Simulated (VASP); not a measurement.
A run of VASP 6.6.1 is set up as follows.

Contents of INCAR:

```
SYSTEM = Ge
  PREC = Accurate
  ENCUT = 520
  EDIFF = 1E-6
  ISMEAR = 0
  SIGMA = 0.15
  LREAL = .FALSE.
  LASPH = .TRUE.
  NELM = 60
  ALGO = Normal
  ISIF = 2
  LWAVE = .FALSE.
  LCHARG = .FALSE.
  GGA = PE
  NBANDS = 21
```

The input KPOINTS:

```
Automatic mesh
0
G
  14 14 14
  0 0 0
```

POSCAR

```
Ge
1.0
    0.0000000000      2.9702085000      2.6873315000
    2.9702085000      0.0000000000      2.6873315000
    2.9702085000      2.9702085000      0.0000000000
Ge
2
Direct
    0.5000000000      0.5000000000      0.5000000000
    0.7500000000      0.7500000000      0.7500000000
```

Potentials or basis: VASP PAW PBE potentials, release 64 (Ge_d).

The run is started by

```sh
$ cat potpaw_PBE.64/Ge_d/POTCAR > POTCAR
$ mpirun -np 1 vasp_std > vasp.out
```

(1) Predict the pressure.

(2) What does it give for the band gap on the k mesh?

Results:

(1) 0.4 GPa.

(2) zero (band 14 reaches 4.63 eV, above the bottom of band 15 at 4.46 eV).

Caveat: the cell differs from its parent crystal (strain +0.050 along x and y, -0.050 along z).
